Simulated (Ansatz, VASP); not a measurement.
# Mg2SO in VASP and in Ansatz

```
O Mg S
1.0
     3.67487    0.00000    0.00000
     0.00000    3.67487    0.00000
     0.00000    0.00000    4.75064
O Mg S
1 2 1
Direct
  0.00000 0.00000 0.00000
  0.00000 0.50000 0.81499
  0.50000 0.00000 0.18501
  0.50000 0.50000 0.50000
```

Change from the starting cell: uniaxial_z strain -2.7%.

Alike in both runs: task single point; functional HSE06; k mesh 6 × 6 × 4; no spin polarisation.

|  | VASP | Ansatz |
| --- | --- | --- |
| version | VASP 6.6.1 | Ansatz 0.2.0 |
| potentials or method | VASP PAW PBE potentials, release 64 (O, Mg, S) | plane waves, PAW |
| plane-wave cutoff (eV) | 520 | 420 |
| occupations | gaussian, width 0.01 eV | fixed |
| valence electrons in the cell | 16 | 32 |

Ansatz gave:

| Quantity | Value |
| --- | --- |
| gap on the k mesh at the Fermi level (eV) | 2.86 |
| pressure (GPa) | 2.0 |
| rms of the force components (eV/Å) | 0.008 |

What did VASP give for the same quantities?

gap on the k mesh at the Fermi level (eV): 2.84; pressure (GPa): 1.8; rms of the force components (eV/Å): 0.001.

VASP's potentials hold 16 valence electrons a cell and Ansatz's 32, so a difference there can come from the potentials and not from the codes. Ansatz's warnings: stress exchange threshold loose, stress scf threshold loose.
